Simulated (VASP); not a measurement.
# SnO: single point with PBE+D3(BJ)

SnO, a slab with vacuum:

```xyz
8
Lattice="3.8207 0.0000 0.0000 0.0000 3.8207 0.0000 0.0000 0.0000 22.2280" Properties=species:S:1:pos:R:3 pbc="T T T"
Sn    3.8201    3.8201    4.5000
Sn    1.9097    1.9098    6.8640
Sn    1.9097    2.8649   10.9640
Sn    3.8201    4.7752   13.3280
O     3.8201    1.9098    5.6820
O     1.9098    3.8201    5.6820
O     1.9097    4.7752   12.1460
O     3.8201    2.8649   12.1460
```

This cell differs from its parent crystal: layers slid over each other.

```json
{
 "Program": "VASP 6.6.1",
 "Task": "single point",
 "Functional": "PBE",
 "Dispersion": "D3(BJ)",
 "Potentials or basis": "VASP PAW PBE potentials, release 64 (Sn_d, O)",
 "Cutoff": "520 eV",
 "k mesh": "7 × 7 × 1",
 "Occupations": "gaussian, width 0.05 eV",
 "Spin": "no spin polarisation",
 "Dipole correction": "yes",
 "Further INCAR settings": "ALGO = Normal; EDIFF = 1e-06; NBANDS = 50"
}
```

* Largest force: 0.071 eV/Å
* Band gap on the k mesh: 2.36 eV (least direct gap 2.53 eV)
* Dispersion energy per atom: -0.156 eV

Forces in eV/Å, atoms in the order of the input:
```
Sn   0.000 -0.006 -0.071
Sn   0.000 -0.038  0.046
Sn   0.000  0.038 -0.046
Sn   0.000  0.006  0.071
O    0.000  0.012  0.002
O    0.000 -0.031  0.001
O    0.000  0.031 -0.001
O    0.000 -0.012 -0.002
```

Levels at points of the mesh, in eV from the valence-band top:
```
           k point  band 37  band 38  band 39  band 40  band 41  band 42  band 43  band 44
(0.00, 0.00, 0.00)    -1.97    -1.97    -0.67    -0.04     2.50     2.83     2.83     3.83
```

Wall time 4 min on 1 thread of Intel(R) Xeon(R) 6975P-C (Granite Rapids) (shared host), peak memory 0.43 GiB.

Caveat: the cell differs from its parent crystal (layers slid over each other); spin-orbit coupling is left out, which moves the levels of the heavy elements.
